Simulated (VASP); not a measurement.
Bi2TeO4:

```
Bi Te O
1.0
    -1.97500    1.97500    8.10000
     1.97500   -1.97500    8.10000
     1.97500    1.97500   -8.10000
Bi Te O
2 1 4
Direct
  0.66000 0.66000 0.00000
  0.34000 0.34000 0.00000
  0.00000 0.00000 0.00000
  0.87800 0.87800 0.00000
  0.12200 0.12200 0.00000
  0.75000 0.25000 0.50000
  0.25000 0.75000 0.50000
```

* Program: VASP 6.6.1
* Task: relaxation of cell and atoms
* Functional: PBE
* Potentials or basis: VASP PAW PBE potentials, release 64 (Bi_d, Te, O)
* Cutoff: 600 eV
* k mesh: 4 × 4 × 4
* Occupations: gaussian, width 0.15 eV
* Spin: no spin polarisation

At the start: pressure -7.2 GPa; volume 18.05 Å³/atom.

Question: How do energy, volume and symmetry change on relaxing?

Answer: Over 12 steps the energy falls by 231.1 meV/atom and the volume is 17.41 Å³/atom (-3.6 %); space group I4/mmm (No. 139, to 0.1 Å) before and after.

Step by step:
```tsv
step	energy change (eV)	largest force (eV/Å)	pressure (GPa)	volume (Å³)
1	0.0000	3.6805	-7.20	126.38
2	-1.1743	0.2764	7.33	111.97
3	-1.1971	0.3220	5.02	113.46
4	-1.4153	1.3370	0.38	118.61
5	-1.4169	1.2526	0.69	118.17
6	-1.5377	0.7821	-0.25	120.74
7	-1.5923	0.2399	-1.02	123.55
8	-1.5937	0.2147	-1.14	124.08
9	-1.6141	0.2459	0.37	121.93
10	-1.6144	0.2489	0.55	121.67
11	-1.6108	0.3180	-0.75	122.11
12	-1.6176	0.0156	0.01	121.85
```

Final structure:
```yaml
crystal:
  lattice:
    - [-1.84592, 1.84592, 8.94019]
    - [1.84592, -1.84592, 8.94019]
    - [1.84592, 1.84592, -8.94019]
  atoms:
    - { symbol: Bi, position: [0.67462, 0.67462, 0.00000] }
    - { symbol: Bi, position: [0.32538, 0.32538, 0.00000] }
    - { symbol: Te, position: [0.00000, 0.00000, 0.00000] }
    - { symbol: O, position: [0.88423, 0.88423, 0.00000] }
    - { symbol: O, position: [0.11577, 0.11577, 0.00000] }
    - { symbol: O, position: [0.75000, 0.25000, 0.50000] }
    - { symbol: O, position: [0.25000, 0.75000, 0.50000] }
```

Caveat: the k points lie up to 0.43 Å⁻¹ apart in the final cell, too coarse for converged energies and pressures of a metal.
